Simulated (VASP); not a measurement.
# AgCl (Chlorargyrite): single point with PBE

The system is AgCl (Chlorargyrite).

```
Ag Cl
1.0
     0.00000    2.77700    2.77700
     2.77700    0.00000    2.77700
     2.77700    2.77700    0.00000
Ag Cl
1 1
Direct
  0.00000 0.00000 0.00000
  0.50000 0.50000 0.50000
```

This cell differs from its parent crystal: volume changed by -3%.

```
Program                : VASP 6.6.1
Task                   : single point
Functional             : PBE
Potentials or basis    : VASP PAW PBE potentials, release 64 (Ag, Cl)
Cutoff                 : 520 eV
k mesh                 : 6 × 6 × 6
Occupations            : gaussian, width 0.01 eV
Spin                   : no spin polarisation
Dipole correction      : no
Further INCAR settings : ALGO = Normal; EDIFF = 1e-06; NBANDS = 16
```

```
Pressure               : 1.3 GPa
Band gap on the k mesh : 0.91 eV, indirect (least direct gap 3.21 eV)
```

Levels at points of the mesh, in eV from the valence-band top:
```
           k point  band 5  band 6  band 7  band 8  band 9  band 10  band 11  band 12  band 13  band 14
(0.00, 0.00, 0.00)   -2.38   -2.38   -2.30   -2.30   -2.30     0.91    10.86    10.86    10.86    12.39
(0.50, 0.00, 0.00)   -2.06   -2.06   -1.75    0.00    0.00     4.26     6.51     7.68     7.68    13.57
(0.50, 0.50, 0.00)   -2.74   -2.20   -1.94   -1.94   -1.86     2.39     8.03     8.62    11.49    11.49
```

Wall time 7.9 s on 1 thread of AMD EPYC 9R45 96-Core Processor (Zen 5), on a shared host, peak memory 0.14 GiB.

 A k mesh can miss the band edges.
